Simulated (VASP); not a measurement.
Set up this calculation in VASP 6.6.1, as the native input.

| Quantity | Value |
| --- | --- |
| Task | single point |
| Functional | LDA |
| Potentials or basis | VASP PAW LDA potentials, release 64 (Si) |
| Cutoff | 520 eV |
| k mesh | 24 × 24 × 20 |
| Occupations | gaussian, width 0.15 eV |
| Spin | no spin polarisation |
| Dipole correction | no |
| Further INCAR settings | ALGO = Normal; EDIFF = 1e-07; NBANDS = 8 |

The structure of Si lies in POSCAR:

```
Si
1.0
    2.5419265304      0.0000000000      0.0000000000
   -1.2709632652      2.2013729499      0.0000000000
    0.0000000000      0.0000000000      2.4663543900
Si
1
Direct
    0.0000000000      0.0000000000      0.0000000000
```

This cell differs from its parent crystal: strain -0.030 along x and y, +0.000 along z.

These files were run (other wordings do the same):

INCAR

```
ALGO = Normal ; EDIFF = 1E-7
ENCUT = 520 ; GGA = CA
ISIF = 2 ; ISMEAR = 0
LASPH = True ; LCHARG = True
LELF = True ; LREAL = False
LVHAR = True ; LWAVE = False
NBANDS = 8 ; NELM = 100
PREC = Accurate ; SIGMA = 0.15
```

KPOINTS

```
k-points
0
Gamma
  24 24 20
```

Potentials or basis: VASP PAW LDA potentials, release 64 (Si).

Launch:

```console
$ cat potpaw_LDA.64/Si/POTCAR > POTCAR
$ mpirun -np 1 vasp_std > vasp.out
```

Results of the run:

```
Pressure               : 6.9 GPa
Band gap on the k mesh : zero (band 2 reaches 17.69 eV, above the bottom of band 3 at 5.68 eV)
```

Caveat: the cell differs from its parent crystal (strain -0.030 along x and y, +0.000 along z).

It took 19 s on 1 thread of Intel(R) Xeon(R) 6975P-C (Granite Rapids) (shared host), peak memory 0.16 GiB.
